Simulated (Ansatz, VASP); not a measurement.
# PbI2: VASP beside Ansatz

File POSCAR:

```
PbI2
1.0
    4.7010042029      0.0000000000      0.0000000000
   -2.3505021014      4.0711890630      0.0000000000
    0.0000000000      0.0000000000      7.2589373779
Pb I
1 2
Direct
    0.0000000000      0.0000000000      0.0000000000
    0.3333333333      0.6666666667      0.2512685681
    0.6666666667      0.3333333333      0.7487314319
```

INCAR.step1

```
SYSTEM = PbI2
PREC = Accurate
ENCUT = 550
ISMEAR = 0
SIGMA = 0.01
LREAL = .FALSE.
LASPH = .TRUE.
NELM = 120
NBANDS = 21
GGA = PE
ALGO = Normal
EDIFF = 1E-5
LWAVE = .TRUE.
LCHARG = .FALSE.
GGA_COMPAT = .FALSE.
```

Contents of INCAR.step2:

```
SYSTEM = PbI2
PREC = Accurate
ENCUT = 550
EDIFF = 1E-6
ISMEAR = 0
SIGMA = 0.01
LREAL = .FALSE.
LASPH = .TRUE.
NELM = 120
ALGO = Normal
ISIF = 2
LWAVE = .FALSE.
LCHARG = .FALSE.
METAGGA = R2SCAN
LMIXTAU = .TRUE.
NBANDS = 21
ISTART = 1
GGA_COMPAT = .FALSE.
```

KPOINTS

```
Automatic mesh
0
G
  6 6 4
  0 0 0
```

Input for Ansatz:

```yaml
crystal:
  lattice:
    - [4.7010042029, 0.0, 0.0]
    - [-2.3505021014, 4.071189063, 0.0]
    - [0.0, 0.0, 7.2589373779]
  atoms:
    - { symbol: Pb, position: [0.0, 0.0, 0.0] }
    - { symbol: I, position: [0.3333333333, 0.6666666667, 0.2512685681] }
    - { symbol: I, position: [0.6666666667, 0.3333333333, 0.7487314319] }
kpoints:
  mp_grid: { grid: [6, 6, 4] }
  band_path:
    path:
      - [0.0, 0.0, 0.0]
      - [0.5, 0.0, 0.0]
      - [0.3333333333, 0.3333333333, 0.0]
      - [0.0, 0.0, 0.5]
      - [0.5, 0.0, 0.5]
      - [0.3333333333, 0.3333333333, 0.5]
    npoints: 1
hamiltonian:
  xc: r2scan
scf:
  occupations: { method: fixed }
  n_extra_bands: 4
output:
  forces: true
  stress: true
  eigenvalues: true
```

Change from the starting cell: hydrostatic strain +3.0%.

Alike in both runs: task single point; functional r2SCAN; k mesh 6 × 6 × 4; no spin polarisation.

|  | VASP | Ansatz |
| --- | --- | --- |
| version | VASP 6.6.1 | Ansatz 0.2.0 |
| potentials or method | VASP PAW PBE potentials, release 64 (Pb_d, I) | plane waves, PAW |
| plane-wave cutoff (eV) | 550 | 500 |
| occupations | gaussian, width 0.01 eV | fixed |
| valence electrons in the cell | 28 | 48 |

|  | VASP | Ansatz | Ansatz less VASP |
| --- | --- | --- | --- |
| gap on the k mesh at the Fermi level (eV) | 2.67 | 2.67 | +0.003 |
| pressure (GPa) | -0.3 | -0.3 | +0.01 |
| traceless stress, the component that is largest in VASP (GPa) | 0.25 | 0.25 | +0.001 |

VASP's potentials were made for PBE, not for r2SCAN. VASP's potentials hold 28 valence electrons a cell and Ansatz's 48, so a difference there can come from the potentials and not from the codes.

Spin-orbit coupling is off throughout.
